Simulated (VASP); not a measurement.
# B2AsN (I-42d) in VASP: further runs

B2AsN is run at these levels: r2SCAN, PBE; tasks: single point, relaxation of cell and atoms.

Program: VASP 6.6.1. These are calculated values, not measurements. Logs are shortened: lines on timing, memory, paths and dates and some standing lists are left out, and cuts for length are marked.

## Step 1: The cell of the first run

It takes space group I-42d (No. 122, tetragonal). Conventional cell: a = 4.242 Å, b = 4.242 Å, c = 8.307 Å, α = 90.00°, β = 90.00°, γ = 90.00°. N (site symmetry -4) has 4 B at 1.66 Å within 2.2 Å. B (site symmetry 2) has 2 N at 1.66 Å and 2 As at 2.03 Å within 2.2 Å. Within 2.7 Å of As (site symmetry -4) lie 4 B at 2.03 Å.

## Step 2: Single point, r2SCAN

File POSCAR:

```
B2AsN
1.0
   -2.1211533955      2.1211533955      4.1533937131
    2.1211533955     -2.1211533955      4.1533937131
    2.1211533955      2.1211533955     -4.1533937131
N B As
2 4 2
Direct
    0.0000000000      0.0000000000      0.0000000000
    0.2500000000      0.7500000000      0.5000000000
    0.6250000000      0.7001349977      0.5751349977
    0.9501349977      0.3750000000      0.0751349977
    0.1250000000      0.0498650023      0.4248650023
    0.2998650023      0.8750000000     -0.0751349977
    0.5000000000      0.5000000000      0.0000000000
    0.7500000000      0.2500000000      0.5000000000
```

File INCAR.step1:

```
SYSTEM = B2AsN
  PREC = Accurate
  ENCUT = 520
  ISMEAR = -1
  SIGMA = 0.02
  LREAL = .False.
  LASPH = .True.
  NELM = 60
  NBANDS = 26
  GGA = PE
  ALGO = Normal
  EDIFF = 1E-4
  LWAVE = .True.
  LCHARG = .False.
```

File INCAR.step2:

```
SYSTEM = B2AsN
  PREC = Accurate
  ENCUT = 520
  EDIFF = 1E-7
  ISMEAR = -1
  SIGMA = 0.02
  LREAL = .False.
  LASPH = .True.
  NELM = 60
  ALGO = Normal
  ISIF = 2
  LWAVE = .False.
  LCHARG = .False.
  METAGGA = R2SCAN
  LMIXTAU = .True.
  NBANDS = 26
  ISTART = 1
```

File KPOINTS:

```
Automatic mesh
0
Gamma
  8 8 8
  0 0 0
```

Potentials or basis: VASP PAW PBE potentials, release 64 (N, B, As).

Started as:

```
$ cat potpaw_PBE.64/N/POTCAR potpaw_PBE.64/B/POTCAR potpaw_PBE.64/As/POTCAR > POTCAR
$ cp INCAR.step1 INCAR
$ mpirun -np 1 vasp_std > vasp.out
$ cp INCAR.step2 INCAR
$ mpirun -np 1 vasp_std > vasp.out
```

OUTCAR:

```text
SYSTEM = B2AsN
   PREC = Accurate
   ENCUT = 520
   EDIFF = 1E-7
   ISMEAR = -1
   LREAL = .False.
   LASPH = .True.
   NELM = 60
   ISIF = 2
   METAGGA = R2SCAN
   ISTART = 1

 ion  position               nearest neighbor table
   1  0.000  0.000  0.000-   4 1.66   3 1.66   5 1.66   6 1.66
   2  0.250  0.750  0.500-   3 1.66   4 1.66   5 1.66   6 1.66
   3  0.625  0.700  0.575-   2 1.66   1 1.66   8 2.03   7 2.03
   4  0.950  0.375  0.075-   1 1.66   2 1.66   7 2.03   8 2.03
   5  0.125  0.050  0.425-   1 1.66   2 1.66   8 2.03   7 2.03
   6  0.300  0.875  0.925-   1 1.66   2 1.66   7 2.03   8 2.03
   7  0.500  0.500  0.000-   3 2.03   4 2.03   6 2.03   5 2.03
   8  0.750  0.250  0.500-   4 2.03   3 2.03   5 2.03   6 2.03

  LATTYP: Found a body centered tetragonal cell.
 ALAT       =     4.2423067910
 C/A-ratio  =     1.9580826742

  Lattice vectors:

 A1 = (  -2.1211533955,   2.1211533955,   4.1533937131)
 A2 = (   2.1211533955,  -2.1211533955,   4.1533937131)
 A3 = (   2.1211533955,   2.1211533955,  -4.1533937131)

Analysis of symmetry for initial positions (statically):
=====================================================================
 Subroutine PRICEL returns:
 Original cell was already a primitive cell.

 Routine SETGRP: Setting up the symmetry group for a
 body centered tetragonal supercell.

 Subroutine GETGRP returns: Found  8 space group operations
 (whereof  4 operations were pure point group operations)
 out of a pool of 16 trial point group operations.

The static configuration has the point symmetry S_4 .
 The point group associated with its full space group is D_2d.

Analysis of symmetry for dynamics (positions and initial velocities):
=====================================================================
 Subroutine PRICEL returns:
 Original cell was already a primitive cell.

 Routine SETGRP: Setting up the symmetry group for a
 body centered tetragonal supercell.

 Subroutine GETGRP returns: Found  8 space group operations
 (whereof  4 operations were pure point group operations)
 out of a pool of 16 trial point group operations.

The dynamic configuration has the point symmetry S_4 .
 The point group associated with its full space group is D_2d.

 Subroutine INISYM returns: Found  8 space group operations
 (whereof  4 operations are pure point group operations),
 and found     1 'primitive' translations

----------------------------------------------------------------------------------------

                                     Primitive cell

  volume of cell :      74.7493

  direct lattice vectors                    reciprocal lattice vectors
    -2.121153395  2.121153395  4.153393713     0.000000000  0.235720812  0.120383483
     2.121153395 -2.121153395  4.153393713     0.235720812  0.000000000  0.120383483
     2.121153395  2.121153395 -4.153393713     0.235720812  0.235720812  0.000000000

  length of vectors
     5.123403438  5.123403438  5.123403438     0.264681854  0.264681854  0.333359569

  position of ions in fractional coordinates (direct lattice)
     0.000000000  0.000000000  0.000000000
     0.250000000  0.750000000  0.500000000
     0.625000000  0.700134998  0.575134998
     0.950134998  0.375000000  0.075134998
     0.125000000  0.049865002  0.424865002
     0.299865002  0.875000000  0.924865002
     0.500000000  0.500000000  0.000000000
     0.750000000  0.250000000  0.500000000

  ion indices of the primitive-cell ions
   primitive index   ion index
                 1           1
                 2           2
                 3           3
                 4           4
                 5           5
                 6           6
                 7           7
                 8           8

----------------------------------------------------------------------------------------

 KPOINTS: Automatic mesh

Automatic generation of k-mesh.
 Grid dimensions read from file:
 generate k-points for:    8    8    8

 Generating k-lattice:

  Cartesian coordinates                     Fractional coordinates (reciprocal lattice)
     0.000000000  0.029465101  0.015047935     0.125000000  0.000000000  0.000000000
     0.029465101  0.000000000  0.015047935     0.000000000  0.125000000  0.000000000
     0.029465101  0.029465101  0.000000000     0.000000000  0.000000000  0.125000000

  Length of vectors
     0.033085232  0.033085232  0.041669946

  Shift w.r.t. Gamma in fractional coordinates (k-lattice)
     0.000000000  0.000000000  0.000000000

 Subroutine IBZKPT returns following result:
 ===========================================

 Found     59 irreducible k-points:

 Following reciprocal coordinates:
            Coordinates               Weight
  0.000000  0.000000  0.000000      1.000000
  0.125000  0.000000 -0.000000      8.000000
  0.250000  0.000000 -0.000000      8.000000
  0.375000  0.000000 -0.000000      8.000000
  0.500000  0.000000 -0.000000      4.000000
  0.125000  0.125000 -0.000000      8.000000
[... 79 lines left out ...]
      1     -12.4401      2.00000
      2      -9.9781      2.00000
      3      -6.1405      2.00000
      4      -3.1506      2.00000
      5      -2.6955      2.00000
      6      -1.6313      2.00000
[... 18 lines left out ...]
     25      15.6673      0.00000
     26      15.8151      0.00000

 k-point     2 :       0.1250    0.0000   -0.0000
  band No.  band energies     occupation
      1     -12.3453      2.00000
      2     -10.0372      2.00000
      3      -6.2968      2.00000
      4      -3.6521      2.00000
      5      -2.4585      2.00000
      6      -1.6716      2.00000
[... 18 lines left out ...]
     25      15.2759      0.00000
     26      15.9418      0.00000

 k-point     3 :       0.2500    0.0000   -0.0000
  band No.  band energies     occupation
      1     -12.0805      2.00000
      2     -10.2030      2.00000
      3      -6.7057      2.00000
      4      -4.3562      2.00000
      5      -2.2191      2.00000
      6      -1.7223      2.00000
[... 18 lines left out ...]
     25      15.2073      0.00000
     26      15.9452      0.00000

 k-point     4 :       0.3750    0.0000   -0.0000
  band No.  band energies     occupation
      1     -11.7226      2.00000
      2     -10.4416      2.00000
      3      -7.1529      2.00000
      4      -4.8410      2.00000
      5      -1.8911      2.00000
      6      -1.6942      2.00000
[... 18 lines left out ...]
     25      15.4349      0.00000
     26      15.8980      0.00000

 k-point     5 :       0.5000    0.0000   -0.0000
  band No.  band energies     occupation
      1     -11.5071      2.00000
      2     -10.6014      2.00000
      3      -7.3474      2.00000
      4      -5.0028      2.00000
      5      -1.7638      2.00000
      6      -1.6481      2.00000
[... 18 lines left out ...]
     25      15.3454      0.00000
     26      15.5498      0.00000

 k-point     6 :       0.1250    0.1250   -0.0000
  band No.  band energies     occupation
      1     -12.2138      2.00000
      2     -10.1361      2.00000
      3      -6.4275      2.00000
      4      -4.1736      2.00000
      5      -2.3703      2.00000
      6      -1.8854      2.00000
[... 427 lines left out ...]
 k-point    21 :       0.5000    0.5000   -0.0000
  band No.  band energies     occupation
      1     -10.8890      2.00000
      2     -10.8890      2.00000
      3      -6.1422      2.00000
      4      -6.1422      2.00000
      5      -3.4319      2.00000
      6      -3.4319      2.00000
[... 18 lines left out ...]
     25      14.9703      0.00000
     26      14.9703      0.00000

 k-point    22 :       0.1250    0.1250    0.1250
  band No.  band energies     occupation
      1     -11.8266      2.00000
      2     -10.3013      2.00000
      3      -6.8141      2.00000
      4      -4.4701      2.00000
      5      -2.7514      2.00000
      6      -2.4644      2.00000
[... 18 lines left out ...]
     25      15.6050      0.00000
     26      16.2575      0.00000

 k-point    23 :       0.2500    0.1250    0.1250
  band No.  band energies     occupation
      1     -11.5048      2.00000
      2     -10.4947      2.00000
      3      -6.9899      2.00000
      4      -4.9627      2.00000
      5      -2.8453      2.00000
      6      -2.3844      2.00000
[... 18 lines left out ...]
     25      15.7573      0.00000
     26      16.1071      0.00000

 k-point    24 :       0.3750    0.1250    0.1250
  band No.  band energies     occupation
      1     -11.3102      2.00000
      2     -10.6297      2.00000
      3      -7.0835      2.00000
      4      -5.1535      2.00000
      5      -2.8674      2.00000
      6      -2.4734      2.00000
[... 18 lines left out ...]
     25      15.2488      0.00000
     26      15.4059      0.00000

 [... further k-points ...]
[... 5 lines left out ...]
  --------------------------------------------------------------------------------------
  -------------------------------------------------------------------------------------
  Total        0.2990962      0.2990962      0.2927021      0.0000000      0.0000000      0.0000000
  in kB        6.4108293      6.4108293      6.2737779      0.0000000      0.0000000      0.0000000
  external PRESSURE =       6.3651455 kB  Pullay stress =       0.0000000 kB

 VOLUME and BASIS-vectors are now :
 -----------------------------------------------------------------------------
  energy-cutoff  :      520.00
  volume of cell :       74.75
      direct lattice vectors                 reciprocal lattice vectors
    -2.121153395  2.121153395  4.153393713     0.000000000  0.235720812  0.120383483
     2.121153395 -2.121153395  4.153393713     0.235720812  0.000000000  0.120383483
     2.121153395  2.121153395 -4.153393713     0.235720812  0.235720812  0.000000000

 POSITION                                       TOTAL-FORCE (eV/Angst)
 -----------------------------------------------------------------------------------
      0.00000      0.00000      0.00000         0.000000     -0.000000      0.000000
      2.12115      0.00000      2.07670         0.000000     -0.000000      0.000000
      1.37932      1.06058      3.11505         0.032280     -0.000000     -0.000000
     -1.06058      1.37932      5.19174         0.000000      0.032280     -0.000000
      0.74183      1.06058     -1.03835        -0.032280     -0.000000      0.000000
      3.18173      0.74183      1.03835         0.000000     -0.032280      0.000000
      0.00000      0.00000      4.15339         0.000000      0.000000      0.000000
      0.00000      2.12115      2.07670         0.000000      0.000000      0.000000
 -----------------------------------------------------------------------------------
    total drift:                                0.000000      0.000000      0.000000

  FREE ENERGIE OF THE ION-ELECTRON SYSTEM (eV)
  ---------------------------------------------------
  free  energy   TOTEN  =       -78.3973206259 eV

  energy  without entropy=      -78.3973206259  energy(sigma->0) =      -78.39732063
```

Run time: 18 min. Hardware: 1 thread of AMD EPYC 7R43 (Zen 3), shared host; peak memory 0.28 GiB.

What came out:

| Item | Value |
| --- | --- |
| Free energy | -78.3973 eV |
| Pressure | 0.6 GPa |
| Largest force | 0.032 eV/Å |
| Band gap on the k mesh | 2.41 eV, indirect (least direct gap 2.45 eV) |

Forces on the atoms (eV/Å):
```
N    0.000  0.000  0.000
N    0.000  0.000  0.000
B    0.032  0.000  0.000
B    0.000  0.032  0.000
B   -0.032  0.000  0.000
B    0.000 -0.032  0.000
As   0.000  0.000  0.000
As   0.000  0.000  0.000
```

Levels at points of the mesh, in eV from the valence-band top:
| k point | band 13 | band 14 | band 15 | band 16 | band 17 | band 18 | band 19 | band 20 |
| --- | --- | --- | --- | --- | --- | --- | --- | --- |
| (0.00, 0.00, 0.00) | -3.81 | -0.09 | -0.09 | -0.04 | 2.41 | 3.31 | 5.86 | 6.09 |
| (0.50, 0.00, 0.00) | -3.64 | -2.62 | -2.23 | -0.32 | 4.27 | 5.64 | 6.00 | 6.40 |
| (0.50, 0.50, 0.00) | -1.63 | -1.63 | -0.46 | -0.46 | 4.15 | 4.15 | 6.61 | 6.61 |
| (0.50, 0.50, 0.50) | -2.35 | -2.35 | -1.32 | -1.32 | 2.90 | 2.90 | 3.68 | 3.68 |

Caveat: the PAW data sets were made with another functional, which shifts forces and pressure a little. r2SCAN opens gaps a little over a GGA but as a rule still falls short of measured ones.

## Step 3: Single point, r2SCAN

POSCAR is that of step 2.

File INCAR.step1:

```
PREC = Accurate ; ENCUT = 520
ISMEAR = 0 ; SIGMA = 0.01
LREAL = F ; LASPH = T
NELM = 60 ; NBANDS = 26
GGA = PE ; ALGO = Normal
EDIFF = 1E-4 ; LWAVE = T
LCHARG = F
```

File INCAR.step2:

```
PREC = Accurate ; ENCUT = 520
EDIFF = 1E-6 ; ISMEAR = 0
SIGMA = 0.01 ; LREAL = F
LASPH = T ; NELM = 60
ALGO = Normal ; ISIF = 2
LWAVE = F ; LCHARG = F
METAGGA = R2SCAN ; LMIXTAU = T
NBANDS = 26 ; ISTART = 1
```

File KPOINTS:

```
regular mesh
0
Gamma
  8 8 8
```

Potentials or basis: VASP PAW PBE potentials, release 64 (N, B, As).

Started as:

```
$ cat potpaw_PBE.64/N/POTCAR potpaw_PBE.64/B/POTCAR potpaw_PBE.64/As/POTCAR > POTCAR
$ cp INCAR.step1 INCAR
$ mpirun -np 1 vasp_std > vasp.out
$ cp INCAR.step2 INCAR
$ mpirun -np 1 vasp_std > vasp.out
```

It took 21 min on 1 thread of AMD EPYC 7R43 (Zen 3), shared host; peak memory 0.28 GiB.

It converged, with:

* Free energy: -78.3973 eV
* Pressure: 0.6 GPa
* Largest force: 0.032 eV/Å
* Band gap on the k mesh: 2.41 eV, indirect (least direct gap 2.45 eV)

Forces on the atoms (eV/Å):
```
N    0.000  0.000  0.000
N    0.000  0.000  0.000
B    0.032  0.000  0.000
B    0.000  0.032  0.000
B   -0.032  0.000  0.000
B    0.000 -0.032  0.000
As   0.000  0.000  0.000
As   0.000  0.000  0.000
```

Levels at points of the mesh, in eV from the valence-band top:
```
           k point  band 13  band 14  band 15  band 16  band 17  band 18  band 19  band 20
(0.00, 0.00, 0.00)    -3.81    -0.09    -0.09    -0.04     2.41     3.31     5.86     6.09
(0.50, 0.00, 0.00)    -3.64    -2.62    -2.23    -0.32     4.27     5.64     6.00     6.40
(0.50, 0.50, 0.00)    -1.63    -1.63    -0.46    -0.46     4.15     4.15     6.61     6.61
(0.50, 0.50, 0.50)    -2.35    -2.35    -1.32    -1.32     2.90     2.90     3.68     3.68
```

Caveat: the PAW data sets were made with another functional, which shifts forces and pressure a little. r2SCAN opens gaps a little over a GGA but as a rule still falls short of measured ones.

## Step 4: Relaxation of cell and atoms, PBE

This run uses another cell than the first one, of 8.09 Å³/atom, 0.866 times its volume.

File INCAR:

```
SYSTEM = B2AsN
ALGO = Normal ; EDIFF = 1E-6
EDIFFG = -0.005 ; ENCUT = 600
GGA = PE ; IBRION = 2
ISIF = 3 ; ISMEAR = -1
LASPH = .TRUE. ; LCHARG = .FALSE.
LREAL = .FALSE. ; LWAVE = .FALSE.
NELM = 60 ; NSW = 80
PREC = Accurate ; SIGMA = 0.02
```

File KPOINTS:

```
k-points
0
G
  8 8 8
  0 0 0
```

File POSCAR:

```
B2AsN
1.0
   -2.0076778261      2.0076778261      4.0153556522
    2.0076778261     -2.0076778261      4.0153556522
    2.0076778261      2.0076778261     -4.0153556522
N B As
2 4 2
Direct
    0.0000000000      0.0000000000      0.0000000000
    0.2500000000      0.7500000000      0.5000000000
    0.6250000000      0.6250000000      0.5000000000
    0.8750000000      0.3750000000      0.0000000000
    0.1250000000      0.1250000000      0.5000000000
    0.3750000000      0.8750000000      0.0000000000
    0.5000000000      0.5000000000      0.0000000000
    0.7500000000      0.2500000000      0.5000000000
```

Started as:

```
$ cat potpaw_PBE.64/N/POTCAR potpaw_PBE.64/B/POTCAR potpaw_PBE.64/As/POTCAR > POTCAR
$ mpirun -np 1 vasp_std > vasp.out
```

Wall time 24 min (1 thread of AMD EPYC 7R43 (Zen 3), shared host); peak memory 0.26 GiB.

The run converged. Its results:

- Free energy: -53.5500 eV
- Relaxed volume: 9.46 Å³/atom
- Relaxed cell: a = 5.138 Å, b = 5.138 Å, c = 5.138 Å, α = 130.95°, β = 130.95°, γ = 71.89°
- Space group after relaxing (to 0.05 Å): I-42d (No. 122)
- Energy gained by relaxing: 1034.8 meV/atom
- Ionic steps: 14
- Pressure after relaxing: 0.0 GPa
- Band gap on the k mesh: 1.98 eV, indirect (least direct gap 2.04 eV)

The path:
```csv
step,energy change (eV),largest force (eV/Å),pressure (GPa),volume (Å³)
1,0.0000,10.7398,80.80,64.74
2,-1.1917,1.9429,-36.06,111.00
3,-7.8206,0.4384,-15.24,83.03
4,-7.9111,0.8521,-11.57,81.38
5,-7.9303,1.2205,-8.26,80.06
6,-8.2595,0.3686,1.03,75.50
7,-8.2645,0.2417,2.55,74.90
8,-8.2762,0.1111,-0.91,75.95
9,-8.2779,0.0203,-0.04,75.67
10,-8.2779,0.0146,0.05,75.65
11,-8.2781,0.0015,0.03,75.66
12,-8.2781,0.0080,0.02,75.67
13,-8.2781,0.0085,0.02,75.67
14,-8.2781,0.0005,-0.04,75.68
```

Final structure:
```
CELL_PARAMETERS angstrom
-2.13265 2.13265 4.15985
2.13265 -2.13265 4.15985
2.13265 2.13265 -4.15985
ATOMIC_POSITIONS crystal
N 0.00000 0.00000 0.00000
N 0.25000 0.75000 0.50000
B 0.62500 0.70320 0.57820
B 0.95320 0.37500 0.07820
B 0.12500 0.04680 0.42180
B 0.29680 0.87500 0.92180
As 0.50000 0.50000 0.00000
As 0.75000 0.25000 0.50000
```

Levels at points of the mesh, in eV from the valence-band top:
| k point | band 13 | band 14 | band 15 | band 16 | band 17 | band 18 | band 19 | band 20 |
| --- | --- | --- | --- | --- | --- | --- | --- | --- |
| (0.00, 0.00, 0.00) | -3.50 | -0.08 | -0.08 | -0.05 | 1.98 | 2.98 | 5.30 | 5.75 |
| (0.50, 0.00, 0.00) | -3.43 | -2.41 | -1.98 | -0.24 | 3.90 | 5.23 | 5.52 | 5.86 |
| (0.50, 0.50, 0.00) | -1.50 | -1.50 | -0.35 | -0.35 | 3.79 | 3.79 | 6.02 | 6.02 |
| (0.50, 0.50, 0.50) | -2.10 | -2.10 | -1.10 | -1.10 | 2.55 | 2.55 | 3.31 | 3.31 |

Caveat: the volume moved by over 15 % at a fixed basis, so the end points are rough.

## Step 5: Overview

| task | level | cell | cutoff (eV) | smearing | gap on the mesh (eV) | pressure (GPa) | largest force (eV/Å) |
| --- | --- | --- | --- | --- | --- | --- | --- |
| single point | r2SCAN | a = 5.123 Å, angles 131.1, 131.1, 71.7°, 8 atoms | 520 | fermi-dirac 0.02 eV | 2.41 | 0.6 | 0.03 |
| single point | r2SCAN | a = 5.123 Å, angles 131.1, 131.1, 71.7°, 8 atoms | 520 | gaussian 0.01 eV | 2.41 | 0.6 | 0.03 |
| relaxation of cell and atoms | PBE | relaxed from a = 4.918 Å, angles 131.8, 131.8, 70.5°, 8 atoms | 600 | fermi-dirac 0.02 eV | 1.98 | 0.0 | - |

Alike in all rows: potentials or basis VASP PAW PBE potentials, release 64 (N, B, As); no spin polarisation; k mesh 8 × 8 × 8.

Caveats: the PAW data sets were made with another functional, which shifts forces and pressure a little (some runs); the volume moved by over 15 % at a fixed basis, so the end points are rough (some runs).

Absolute energies hang on the potentials; compare differences alone.
